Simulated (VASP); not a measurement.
Here is a VASP 6.6.1 calculation.

Contents of INCAR:

```
SYSTEM = Ta3N5
PREC     = Accurate       ! precision mode
ENCUT    = 520            ! plane-wave cutoff, eV
EDIFF    = 1E-6           ! SCF threshold, eV
ISMEAR   = 0              ! smearing method
SIGMA    = 0.02           ! smearing width, eV
LREAL    = Auto         
LASPH    = .True.         ! aspherical terms in the spheres
NELM     = 60             ! most SCF steps
ALGO     = Normal         ! electronic algorithm
ISIF     = 2              ! what is computed and relaxed
LWAVE    = .False.        ! write WAVECAR
LCHARG   = .True.         ! write CHGCAR
GGA      = PS             ! functional
LELF     = .True.         ! ELF
LVHAR    = .True.       
NBANDS   = 72             ! bands
```

The input KPOINTS:

```
Automatic mesh
0
Gamma
  8 8 4
  0 0 0
```

Contents of POSCAR:

```
Ta3N5
1.0
    1.9388796734     -5.1080233252      0.0000000000
    1.9388796734      5.1080233252      0.0000000000
    0.0000000000      0.0000000000     10.2378011134
Ta N
6 10
Direct
    0.8012203281      0.1987796719      0.2500000000
    0.1987796719      0.8012203281      0.7500000000
    0.8662888692      0.1337111308      0.5592971280
    0.1337111308      0.8662888692      0.0592971280
    0.1337111308      0.8662888692      0.4407028720
    0.8662888692      0.1337111308      0.9407028720
    0.2358543473      0.7641456527      0.2500000000
    0.7641456527      0.2358543473      0.7500000000
    0.9529959485      0.0470040515      0.1199198271
    0.0470040515      0.9529959485      0.6199198271
    0.0470040515      0.9529959485      0.8800801729
    0.9529959485      0.0470040515      0.3800801729
    0.6913044236      0.3086955764      0.0732977814
    0.3086955764      0.6913044236      0.5732977814
    0.3086955764      0.6913044236      0.9267022186
    0.6913044236      0.3086955764      0.4267022186
```

Potentials or basis: VASP PAW PBE potentials, release 64 (Ta_pv, N).

Run with:

```console
$ cat potpaw_PBE.64/Ta_pv/POTCAR potpaw_PBE.64/N/POTCAR > POTCAR
$ mpirun -np 1 vasp_std > vasp.out
```

Question: Predict the band gap on the k mesh.

Answer: 1.13 eV (least direct gap 1.39 eV).

Question: Estimate the largest force.

Answer: 0.057 eV/Å.

Stress tensor (GPa, compression positive):
```
0.82 0.00 0.00
0.00 0.89 0.00
0.00 0.00 0.73
```

Caveat: the PAW data sets were made with another functional, which shifts forces and pressure a little; spin-orbit coupling is left out, which moves the levels of the heavy elements. A k mesh can miss the band edges.
